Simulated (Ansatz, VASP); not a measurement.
## One calculation of ZnCu, two programs

```
Zn Cu
1.0
     2.94947    0.00000    0.00000
     0.00000    2.94947    0.00000
     0.00000    0.00000    2.94947
Zn Cu
1 1
Direct
  0.50000 0.50000 0.50000
  0.00000 0.00000 0.00000
```

Change from the starting cell: volume scaled by 1.03, PAW files.

Alike in both runs: task electric field gradients; functional r2SCAN; k mesh 12 × 12 × 12; occupations fermi-dirac, width 0.05 eV; no spin polarisation.

|  | VASP | Ansatz |
| --- | --- | --- |
| version | VASP 6.6.1 | Ansatz 0.2.0 |
| potentials or method | VASP PAW PBE potentials, release 64 (Zn, Cu) | PAW with Ansatz's default frozen-core files, scalar-relativistic |
| plane-wave cutoff (eV) | 520 | 500 |
| valence electrons in the cell | 23 | 31 |

|  | VASP | Ansatz | Ansatz less VASP |
| --- | --- | --- | --- |
| pressure (GPa) | -3.0 | -3.7 | -0.70 |

VASP's potentials were made for PBE, not for r2SCAN. VASP's potentials hold 23 valence electrons a cell and Ansatz's 31, so a difference there can come from the potentials and not from the codes.
